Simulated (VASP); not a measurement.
A run of VASP 6.6.1:

Contents of INCAR:

```
ALGO = Normal ; EDIFF = 1E-6
EDIFFG = -0.005 ; ENCUT = 600
GGA = PE ; IBRION = 2
ISIF = 3 ; ISMEAR = -1
LASPH = True ; LCHARG = False
LREAL = False ; LWAVE = False
NELM = 100 ; NSW = 60
PREC = Accurate ; SIGMA = 0.1
```

File KPOINTS:

```
k-points
0
Gamma
  18 18 18
```

The input POSCAR:

```
Ag
1.0
    0.0000000000      2.0734371548      2.0734371548
    2.0734371548      0.0000000000      2.0734371548
    2.0734371548      2.0734371548      0.0000000000
Ag
1
Direct
    0.0000000000      0.0000000000      0.0000000000
```

Potentials or basis: VASP PAW PBE potentials, release 64 (Ag).

The run is started by

```console
$ cat potpaw_PBE.64/Ag/POTCAR > POTCAR
$ mpirun -np 1 vasp_std > vasp.out
```

Hardware: 1 thread of Intel(R) Xeon(R) 6975P-C (Granite Rapids) (shared host).

Q: Estimate the wall time of this run.

A: Wall time 12 s on 1 thread of Intel(R) Xeon(R) 6975P-C (Granite Rapids), on a shared host, peak memory 0.17 GiB. Counts: scf iterations 15, k points 195, ion steps 2.
